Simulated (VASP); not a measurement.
Set up this calculation in VASP 6.6.1, as the native input.

| Item | Value |
| --- | --- |
| Task | single point |
| Functional | PBE |
| Potentials or basis | VASP PAW PBE potentials, release 64 (Zn, Se) |
| Cutoff | 520 eV |
| k mesh | 6 × 6 × 6 |
| Occupations | gaussian, width 0.01 eV |
| Spin | no spin polarisation |
| Dipole correction | no |
| Further INCAR settings | ALGO = Normal; EDIFF = 1e-06; NBANDS = 16 |

The structure of ZnSe lies in POSCAR:

```
ZnSe
1.0
    0.0000000000      2.8324253885      2.8324253885
    2.8324253885      0.0000000000      2.8324253885
    2.8324253885      2.8324253885      0.0000000000
Zn Se
1 1
Direct
    0.0000000000      0.0000000000      0.0000000000
    0.7500000000      0.7500000000      0.7500000000
```

One way to write it, as run:

INCAR

```
SYSTEM = ZnSe
ALGO = Normal
EDIFF = 1E-6
ENCUT = 520
GGA = PE
ISIF = 2
ISMEAR = 0
LASPH = .TRUE.
LCHARG = .FALSE.
LREAL = .FALSE.
LWAVE = .FALSE.
NBANDS = 16
NELM = 100
PREC = Accurate
SIGMA = 0.01
```

KPOINTS

```
k-points
0
G
  6 6 6
  0 0 0
```

Potentials or basis: VASP PAW PBE potentials, release 64 (Zn, Se).

The run is started by

```console
$ cat potpaw_PBE.64/Zn/POTCAR potpaw_PBE.64/Se/POTCAR > POTCAR
$ mpirun -np 1 vasp_std > vasp.out
```

It gave:

The pressure is 2.5 GPa and the band gap on the k mesh is 1.29 eV, direct.

It took 17 s on 1 thread of Intel(R) Xeon(R) Platinum 8259CL CPU @ 2.50GHz (Skylake/Cascade Lake) (shared host), peak memory 0.17 GiB.
